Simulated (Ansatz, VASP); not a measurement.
Two plane-wave programs on Ti2SiSe2

```
Ti Si Se
1.0
    -2.38733    2.38733    4.14794
     2.38733   -2.38733    4.14794
     2.38733    2.38733   -4.14794
Ti Si Se
2 1 2
Direct
  0.75000 0.25000 0.50000
  0.25000 0.75000 0.50000
  0.00000 0.00000 0.00000
  0.65807 0.65807 0.00000
  0.34193 0.34193 0.00000
```

Change from the starting cell: species swapped into the TbNi2Ge2 type (I4/mmm, No. 139).

Alike in both runs: functional PBE; k mesh 6 × 6 × 6; occupations gaussian, width 0.1 eV; collinear spin.

Ansatz relaxed the structure, and its values are those at the end. VASP's run is a single point on that final structure, the one shown.

```csv
,VASP,Ansatz
version,VASP 6.6.1,Ansatz 0.2.0
potentials or method,"VASP PAW PBE potentials, release 64 (Ti_sv, Si, Se), cutoff 520 eV","scalar-relativistic, plane waves, PAW"
valence electrons in the cell,40,60
```

|  | VASP | Ansatz | Ansatz less VASP |
| --- | --- | --- | --- |
| gap on the k mesh at the Fermi level (eV) | none | none | - |
| pressure (GPa) | 0.3 | 0.2 | -0.15 |
| rms of the force components (eV/Å) | 0.001 | 0.005 | +0.0044 |
| net moment per atom (μB) | 0.00 | 0.00 | -0.001 |

A gap of «none» marks a metal or a gap that the smearing closes. With one functional, cell and mesh, what is left measures potentials, basis and numerics. VASP's potentials hold 40 valence electrons a cell and Ansatz's 60, so a difference there can come from the potentials and not from the codes. Ansatz's warnings: seeded moment not kept.
